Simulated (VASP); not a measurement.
A run of VASP 6.6.1 is set up as follows.

File POSCAR:

```
Hf
1.0
   -1.8169539908      1.8169539908      1.8169539908
    1.8169539908     -1.8169539908      1.8169539908
    1.8169539908      1.8169539908     -1.8169539908
Hf
1
Direct
    0.0000000000      0.0000000000      0.0000000000
```

File INCAR.step1:

```
PREC     = Accurate       # precision mode
ENCUT    = 520            # plane-wave cutoff, eV
EDIFF    = 1E-5           # SCF threshold, eV
ISMEAR   = -1             # smearing method
SIGMA    = 0.05           # smearing width, eV
LREAL    = F              # projectors in reciprocal space
LASPH    = T              # aspherical terms in the spheres
NELM     = 60             # most SCF steps
ALGO     = Normal         # electronic algorithm
ISIF     = 2              # what is computed and relaxed
LWAVE    = T              # write WAVECAR
NBANDS   = 11             # bands
GGA      = PE             # functional
```

The input INCAR.step2:

```
PREC     = Accurate       # precision mode
ENCUT    = 520            # plane-wave cutoff, eV
EDIFF    = 1E-6           # SCF threshold, eV
ISMEAR   = -1             # smearing method
SIGMA    = 0.05           # smearing width, eV
LREAL    = F              # projectors in reciprocal space
LASPH    = T              # aspherical terms in the spheres
NELM     = 60             # most SCF steps
ALGO     = Normal         # electronic algorithm
ISIF     = 2              # what is computed and relaxed
LWAVE    = F              # write WAVECAR
LCHARG   = T              # write CHGCAR
GGA      = PE             # functional
LHFCALC  = T              # exact exchange
HFSCREEN = 0.2079         # screening, 1/A
PRECFOCK = Normal       
LELF     = T              # ELF
LVHAR    = T            
NBANDS   = 11             # bands
ISTART   = 1
```

KPOINTS

```
regular mesh
0
Gamma
  6 6 6
```

Potentials or basis: VASP PAW PBE potentials, release 64 (Hf_pv).

Run with:

```sh
$ cat potpaw_PBE.64/Hf_pv/POTCAR > POTCAR
$ cp INCAR.step1 INCAR
$ mpirun -np 1 vasp_std > vasp.out
$ cp INCAR.step2 INCAR
$ mpirun -np 1 vasp_std > vasp.out
```

(1) What does it give for the pressure?

(2) What does it give for the band gap on the k mesh?

Answers

(1) -5.9 GPa.

(2) zero (bands 5 and 6 overlap by 2.89 eV).

Caveat: the k points lie up to 0.41 Å⁻¹ apart, too coarse for converged energies and pressures of a metal; the PAW data sets were made with another functional, which shifts forces and pressure a little; spin-orbit coupling is left out, which moves the levels of the heavy elements.
